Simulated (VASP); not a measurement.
Wanted: the native input for a VASP 6.6.1 run.

```yaml
Task: single point
Functional: PBEsol
Potentials_or_basis: VASP PAW PBE potentials, release 64 (Al, Ti_sv)
Cutoff: 520 eV
k_mesh: 1 × 1 × 1
Occupations: fermi-dirac, width 0.1 eV
Spin: no spin polarisation
Dipole_correction: no
Further_INCAR_settings: LREAL = Auto; ALGO = Normal; EDIFF = 1e-06; NBANDS = 66
```

The structure of TiAl27 lies in POSCAR:

```
TiAl27
1.0
    8.5913470000      0.0000000000      0.0000000000
    0.0000000000      8.5913470000      0.0000000000
    0.0000000000      0.0000000000     15.0500000000
Al Ti
27 1
Direct
    0.0000000000      0.0000000000      0.0664452000
    0.3333333000      0.0000000000      0.0664452000
    0.6666667000      0.0000000000      0.0664452000
    0.0000000000      0.3333333000      0.0664452000
    0.3333333000      0.3333333000      0.0664452000
    0.6666667000      0.3333333000      0.0664452000
    0.0000000000      0.6666667000      0.0664452000
    0.3333333000      0.6666667000      0.0664452000
    0.6666667000      0.6666667000      0.0664452000
    0.1641529524      0.1641819333      0.1799758280
    0.5024172939      0.1640718101      0.1799527366
    0.8333534823      0.1639566898      0.1805696435
    0.1640842538      0.5024079740      0.1799941638
    0.5025207335      0.5025461265      0.1799678094
    0.8333015685      0.5026699562      0.1806295869
    0.1639685267      0.8333412191      0.1805546599
    0.5026780688      0.8333020551      0.1806405026
    0.8331111751      0.8331585862      0.1890726344
    0.0073944840      0.0073852115      0.2980423819
    0.3331277104     -0.0030117569      0.2956180769
    0.6590961036      0.0074906121      0.2979303609
   -0.0030369841      0.3330897656      0.2956455999
    0.3335818907      0.3334736170      0.2888781283
    0.6697377272      0.3332569769      0.2956156118
    0.0074337924      0.6591445029      0.2979461515
    0.3333002440      0.6697595469      0.2956498477
    0.6588580656      0.6588602586      0.2980530054
    0.8329577886      0.8330617937      0.3949384066
```

These files were run (other wordings do the same):

INCAR

```
SYSTEM = TiAl27
PREC = Accurate
ENCUT = 520
EDIFF = 1E-6
ISMEAR = -1
SIGMA = 0.1
LREAL = Auto
LASPH = .True.
NELM = 80
ALGO = Normal
ISIF = 2
LWAVE = .False.
LCHARG = .True.
GGA = PS
LELF = .True.
LVHAR = .True.
NBANDS = 66
```

KPOINTS

```
Automatic mesh
0
Gamma
  1 1 1
  0 0 0
```

Potentials or basis: VASP PAW PBE potentials, release 64 (Al, Ti_sv).

Launch:

```bash
$ cat potpaw_PBE.64/Al/POTCAR potpaw_PBE.64/Ti_sv/POTCAR > POTCAR
$ mpirun -np 1 vasp_gam > vasp.out
```

Results of the run:

```json
{"Largest force": "0.462 eV/Å", "Band gap on the k mesh": "zero (an odd number of electrons rules out a gap without spin polarisation)"}
```

Caveat: the k points lie up to 0.73 Å⁻¹ apart, too coarse for converged energies and pressures of a metal; there is no dipole correction, which matters where the two faces differ; the PAW data sets were made with another functional, which shifts forces and pressure a little.

Run time: 5.8 min on 1 thread of Intel Xeon 8259CL (shared host), peak memory 0.78 GiB.
